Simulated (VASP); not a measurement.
A run of VASP 6.6.1 is set up as follows.

Contents of INCAR:

```
PREC = Accurate ; ENCUT = 520
EDIFF = 1E-6 ; ISMEAR = 0
SIGMA = 0.1 ; LREAL = False
LASPH = True ; NELM = 100
ALGO = Normal ; ISIF = 2
LWAVE = False ; LCHARG = False
GGA = PE ; NBANDS = 26
```

KPOINTS

```
regular mesh
0
Gamma
  6 6 4
```

The input POSCAR:

```
MgZr2N2
1.0
    3.3297549200      0.0000000000      0.0000000000
    0.0000000000      3.3297549200      0.0000000000
    0.0000000000      0.0000000000      6.3921037100
Mg Zr N
1 2 2
Direct
    0.5000000000      0.5000000000      0.0000000000
    0.0000000000      0.0000000000      0.5000000000
    0.0000000000      0.0000000000      0.0000000000
    0.5000000000      0.5000000000      0.6766933100
    0.5000000000      0.5000000000      0.3233066900
```

Potentials or basis: VASP PAW PBE potentials, release 64 (Mg, Zr_sv, N).

Command:

```console
$ cat potpaw_PBE.64/Mg/POTCAR potpaw_PBE.64/Zr_sv/POTCAR potpaw_PBE.64/N/POTCAR > POTCAR
$ mpirun -np 1 vasp_std > vasp.out
```

Q: Predict the band gap on the k mesh.

A: Zero (bands 18 and 19 overlap by 1.61 eV).

Q: What does it give for the largest force?

A: 0.648 eV/Å.

Forces on the atoms (eV/Å):
```
Mg   0.000  0.000  0.000
Zr   0.000  0.000  0.000
Zr   0.000  0.000  0.000
N    0.000  0.000  0.648
N    0.000  0.000 -0.648
```
